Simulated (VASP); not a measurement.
# W in VASP: notebook

W is run at these levels: PBE; tasks: single point.

All numbers are computed with VASP 6.6.1; they aren't measurements. Logs are shortened: lines on timing, memory, paths and dates and some standing lists are left out, and cuts for length are marked.

## 1. The cell of the first run

The cell holds a slab with vacuum, 5 atoms: a = 2.757 Å, b = 2.757 Å, c = 17.004 Å, α = 90.00°, β = 90.00°, γ = 109.47°.

## 2. Single point, PBE

INCAR reads:

```
  PREC = Accurate
  ENCUT = 520
  EDIFF = 1E-6
  ISMEAR = 0
  SIGMA = 0.1
  LREAL = False
  LASPH = True
  NELM = 100
  ALGO = Fast
  ISIF = 2
  LWAVE = False
  LCHARG = False
  GGA = PE
  NBANDS = 43
```

KPOINTS reads:

```
regular mesh
0
Gamma
  13 13 1
```

POSCAR reads:

```
W
1.0
    2.7570339078      0.0000000000      0.0000000000
   -0.9190113026      2.5993564963      0.0000000000
    0.0000000000      0.0000000000     17.0044350370
W
5
Direct
    0.5000000000      0.5000000000      0.2352327491
    0.0000000000      0.0000000000      0.3676163745
    0.5000000000      0.5000000000      0.5000000000
    0.0000000000      0.0000000000      0.6323836255
    0.5000000000      0.5000000000      0.7647672509
```

Potentials or basis: VASP PAW PBE potentials, release 64 (W_sv).

Run with:

```bash
> cat potpaw_PBE.64/W_sv/POTCAR > POTCAR
> mpirun -np 1 vasp_std > vasp.out
```

OUTCAR:

```text
PREC = Accurate
   ENCUT = 520
   EDIFF = 1E-6
   ISMEAR = 0
   LREAL = False
   LASPH = True
   NELM = 100
   ISIF = 2
   GGA = PE

 ion  position               nearest neighbor table
   1  0.500  0.500  0.235-   2 2.76   2 2.76   2 3.18   2 3.18
   2  0.000  0.000  0.368-   1 2.76   1 2.76   3 2.76   3 2.76   1 3.18   1 3.18   3 3.18   3 3.18

   3  0.500  0.500  0.500-   2 2.76   4 2.76   2 2.76   4 2.76   2 3.18   4 3.18   2 3.18   4 3.18

   4  0.000  0.000  0.632-   5 2.76   5 2.76   3 2.76   3 2.76   5 3.18   5 3.18   3 3.18   3 3.18

   5  0.500  0.500  0.765-   4 2.76   4 2.76   4 3.18   4 3.18

  LATTYP: Found a base centered orthorhombic cell.
 ALAT       =     3.1835485377
 B/A-ratio  =     1.4142135624
 C/A-ratio  =     5.3413462479

  Lattice vectors:

 A1 = (   2.7570339078,   0.0000000000,   0.0000000000)
 A2 = (  -0.9190113026,   2.5993564963,   0.0000000000)
 A3 = (   0.0000000000,   0.0000000000,  17.0044350370)

Analysis of symmetry for initial positions (statically):
=====================================================================
 Subroutine PRICEL returns:
 Original cell was already a primitive cell.

 Routine SETGRP: Setting up the symmetry group for a
 base centered orthorhombic supercell.

 Subroutine GETGRP returns: Found  8 space group operations
 (whereof  8 operations were pure point group operations)
 out of a pool of  8 trial point group operations.

The static configuration has the point symmetry D_2h.

Analysis of symmetry for dynamics (positions and initial velocities):
=====================================================================
 Subroutine PRICEL returns:
 Original cell was already a primitive cell.

 Routine SETGRP: Setting up the symmetry group for a
 base centered orthorhombic supercell.

 Subroutine GETGRP returns: Found  8 space group operations
 (whereof  8 operations were pure point group operations)
 out of a pool of  8 trial point group operations.

The dynamic configuration has the point symmetry D_2h.

 Subroutine INISYM returns: Found  8 space group operations
 (whereof  8 operations are pure point group operations),
 and found     1 'primitive' translations

----------------------------------------------------------------------------------------

[... 91 lines left out ...]
   ICHARG =      2    charge: 1-file 2-atom 10-const
   ISPIN  =      1    spin polarized calculation?
   LNONCOLLINEAR =      F non collinear calculations
   LSORBIT =      F    spin-orbit coupling
   LASPH  =      T    aspherical Exc in radial PAW
   ENCUT  =  520.0 eV  38.22 Ry    6.18 a.u.   5.13  5.13 31.62*2*pi/ulx,y,z
   NELM   =    100;   NELMIN=  2; NELMDL= -5     # of ELM steps
   EDIFF  = 0.1E-05   stopping-criterion for ELM
   LREAL  =      F    real-space projection
[... 7 lines left out ...]
   TEBEG  =    0.0;   TEEND  =   0.0 temperature during run
   PSTRESS=    0.0 pullay stress
   NELECT =      70.0000    total number of electrons
   NUPDOWN=      -1.0000    fix difference up-down
   EMIN   =  10.00;   EMAX   =-10.00  energy-range for DOS
   EFERMI =   0.00;   METHOD = LEGACY
   ISMEAR =     0;   SIGMA  =   0.10  broadening in eV -4-tet -1-fermi 0-gaus
   EFERMI_NEDOS =   21; number of points for ismear=-14 and -15
   IALGO  =     68    algorithm
   IMIX   =      4    mixing-type and parameters
     AMIX     =   0.40;   BMIX     =  1.00
     AMIX_MAG =   1.60;   BMIX_MAG =  1.00
  volume/ion in A,a.u.               =      24.37       164.47
  Fermi-wavevector in a.u.,A,eV,Ry     =   1.360873  2.571676 25.197638  1.851974
  Thomas-Fermi vector in A             =   2.487497
   LORBIT       =      0    0 simple, 1 ext, 2 COOP (PROOUT), +10 PAW based schemes
   GGA     = PE    functional components
   LHFCALC =     F    Hartree Fock is set to
   AEXX    =    0.0000 exact exchange contribution
   IVDW    =     0    specifies the selected vdW correction
   LEPSILON=     F    determine dielectric tensor
   LRPA    =     F    only Hartree local field effects (RPA)
 non-spin polarized calculation
 RMM-DIIS sequential band-by-band and
 Gauss-broadening in eV      SIGMA  =   0.10
  energy-cutoff  :      520.00
  volume of cell :      121.86
 maximum number of plane-waves:      3320
 NGX is ok and might be reduce to    24
   NGX = 11   NGY = 11   NGZ = 63

 number of electron      69.9999997 magnetization

 Free energy of the ion-electron system (eV)
  ---------------------------------------------------
  ext. energy  EPLUGINS =         0.00000000
  ---------------------------------------------------
  free energy    TOTEN  =       -61.81057878 eV

  energy without entropy =      -61.79252684  energy(sigma->0) =      -61.80155281

 E-fermi :   5.8715     XC(G=0): -10.0599

 val. band max:        5.8619039484   @ k =   0.3077   0.1538   0.0000
 cond. band min:       5.8804607831   @ k =   0.3846   0.0769   0.0000
 fundamental gap:      0.0185568347
 Fermi energy:         5.8715065918

 k-point     1 :       0.0000    0.0000    0.0000
  band No.  band energies     occupation
      1     -68.3881      2.00000
      2     -68.3642      2.00000
      3     -68.2860      2.00000
      4     -68.1718      2.00000
      5     -68.1713      2.00000
      6     -33.0962      2.00000
[... 1093 lines left out ...]
     42       8.6632      0.00000
     43       9.0065      0.00000

 [... further k-points ...]

------------------------ aborting loop because EDIFF is reached ----------------------------------------

  FORCE on cell =-STRESS in cart. coord.  units (eV):
  Direction    XX          YY          ZZ          XY          YZ          ZX
  --------------------------------------------------------------------------------------
  -------------------------------------------------------------------------------------
  Total       -4.8309788     -5.3071955     -2.6746535     -0.6734720      0.0000000      0.0000000
  in kB      -63.5148908    -69.7759092    -35.1647839     -8.8544171      0.0000000      0.0000000
  external PRESSURE =     -56.1518613 kB  Pullay stress =       0.0000000 kB

 VOLUME and BASIS-vectors are now :
 -----------------------------------------------------------------------------
  energy-cutoff  :      520.00
  volume of cell :      121.86
      direct lattice vectors                 reciprocal lattice vectors
     2.757033908  0.000000000  0.000000000     0.362708633  0.128236867  0.000000000
    -0.919011303  2.599356496  0.000000000     0.000000000  0.384710601  0.000000000
     0.000000000  0.000000000 17.004435037     0.000000000  0.000000000  0.058808187

 POSITION                                       TOTAL-FORCE (eV/Angst)
 -----------------------------------------------------------------------------------
      0.91901      1.29968      4.00000         0.000000      0.000000      0.612281
      0.00000      0.00000      6.25111        -0.000000      0.000000     -0.654478
      0.91901      1.29968      8.50222        -0.000000      0.000000      0.000000
      0.00000      0.00000     10.75333         0.000000     -0.000000      0.654478
      0.91901      1.29968     13.00444         0.000000      0.000000     -0.612281
 -----------------------------------------------------------------------------------
    total drift:                                0.000000     -0.000000     -0.000000

  FREE ENERGIE OF THE ION-ELECTRON SYSTEM (eV)
  ---------------------------------------------------
  free  energy   TOTEN  =       -61.8105787754 eV

  energy  without entropy=      -61.7925268406  energy(sigma->0) =      -61.80155281
```

Wall time 13 min (1 thread of AMD EPYC, shared host); peak memory 0.32 GiB.

What came out:

- Free energy: -61.8106 eV
- Largest force: 0.654 eV/Å
- Band gap on the k mesh: zero (band 35 reaches 6.80 eV, above the bottom of band 36 at 5.13 eV)

Forces in eV/Å, atoms in the order of the input:
```
W    0.000  0.000  0.612
W    0.000  0.000 -0.654
W    0.000  0.000  0.000
W    0.000  0.000  0.654
W    0.000  0.000 -0.612
```

Caveat: spin-orbit coupling is left out, which moves the levels of the heavy elements.

## 3. Single point, PBE

This run uses another cell than the first one, of 34.41 Å³/atom, 1.412 times its volume.

INCAR reads:

```
SYSTEM = W
ALGO = Fast
DIPOL = 0.5 0.5 0.500
EDIFF = 1E-7
ENCUT = 520
GGA = PE
IDIPOL = 3
ISIF = 2
ISMEAR = 0
LASPH = .TRUE.
LCHARG = .FALSE.
LDIPOL = .TRUE.
LREAL = .FALSE.
LWAVE = .FALSE.
NBANDS = 43
NELM = 60
PREC = Accurate
SIGMA = 0.1
```

KPOINTS reads:

```
k-points
0
G
  13 13 1
  0 0 0
```

POSCAR reads:

```
W
1.0
    2.7570339078      0.0000000000      0.0000000000
   -0.9190113026      2.5993564963      0.0000000000
    0.0000000000      0.0000000000     24.0044350370
W
5
Direct
    0.5000000000      0.5000000000      0.3124422628
    0.0000000000      0.0000000000      0.4062211314
    0.5000000000      0.5000000000      0.5000000000
    0.0000000000      0.0000000000      0.5937788686
    0.5000000000      0.5000000000      0.6875577372
```

Potentials or basis: VASP PAW PBE potentials, release 64 (W_sv).

Run with:

```bash
> cat potpaw_PBE.64/W_sv/POTCAR > POTCAR
> mpirun -np 1 vasp_std > vasp.out
```

It took 25 min on 1 thread of AMD EPYC, shared host; peak memory 0.43 GiB.

Results (log left out):

- Free energy: -61.8034 eV
- Largest force: 0.653 eV/Å
- Band gap on the k mesh: zero (band 35 reaches 3.67 eV, above the bottom of band 36 at 1.99 eV)

Forces in eV/Å, atoms in the order of the input:
```
W    0.000  0.000  0.613
W    0.000  0.000 -0.653
W    0.000  0.000  0.000
W    0.000  0.000  0.653
W    0.000  0.000 -0.613
```

Levels at points of the mesh, in eV from the Fermi level:
```
           k point  band 32  band 33  band 34  band 35  band 36  band 37  band 38  band 39
(0.00, 0.00, 0.00)    -1.34    -1.26    -1.23    -0.86    -0.17     0.22     0.53     1.60
```

Caveat: spin-orbit coupling is left out, which moves the levels of the heavy elements.

## 4. Single point, PBE

This run uses another cell than the first one, of 34.41 Å³/atom, 1.412 times its volume.

INCAR reads:

```
SYSTEM = W
  PREC = Accurate
  ENCUT = 520
  EDIFF = 1E-7
  ISMEAR = 0
  SIGMA = 0.1
  LREAL = .False.
  LASPH = .True.
  NELM = 60
  ALGO = Fast
  ISIF = 2
  LWAVE = .False.
  LCHARG = .False.
  LDIPOL = .True.
  IDIPOL = 3
  DIPOL = 0.5 0.5 0.500
  GGA = PE
  NBANDS = 43
```

KPOINTS reads:

```
Automatic mesh
0
Gamma
  13 13 1
  0 0 0
```

POSCAR reads:

```
W
1.0
    2.7570339078      0.0000000000      0.0000000000
   -0.9190113026      2.5993564963      0.0000000000
    0.0000000000      0.0000000000     24.0044350370
W
5
Direct
    0.5000000000      0.5000000000      0.3156987569
    0.0000000000      0.0000000000      0.4060198311
    0.5000000000      0.5000000000      0.4999999976
    0.0000000000      0.0000000000      0.5939801708
    0.5000000000      0.5000000000      0.6843012437
```

Run with:

```bash
> cat potpaw_PBE.64/W_sv/POTCAR > POTCAR
> mpirun -np 1 vasp_std > vasp.out
```

Run time: 22 min. Hardware: 1 thread of AMD EPYC, shared host; peak memory 0.43 GiB.

The run converged. Its results:

```
Free energy            : -61.8520 eV
Largest force          : 0.053 eV/Å
Band gap on the k mesh : zero (band 35 reaches 3.92 eV, above the bottom of band 36 at 2.04 eV)
```

Forces on the atoms (eV/Å):
```
W    0.000  0.000 -0.053
W    0.000  0.000  0.006
W    0.000  0.000  0.000
W    0.000  0.000 -0.006
W    0.000  0.000  0.053
```

Levels at points of the mesh, in eV from the Fermi level:
| k point | band 33 | band 34 | band 35 | band 36 | band 37 | band 38 |
| --- | --- | --- | --- | --- | --- | --- |
| (0.00, 0.00, 0.00) | -1.17 | -1.13 | -0.96 | -0.05 | -0.02 | 0.70 |

Caveat: spin-orbit coupling is left out, which moves the levels of the heavy elements.
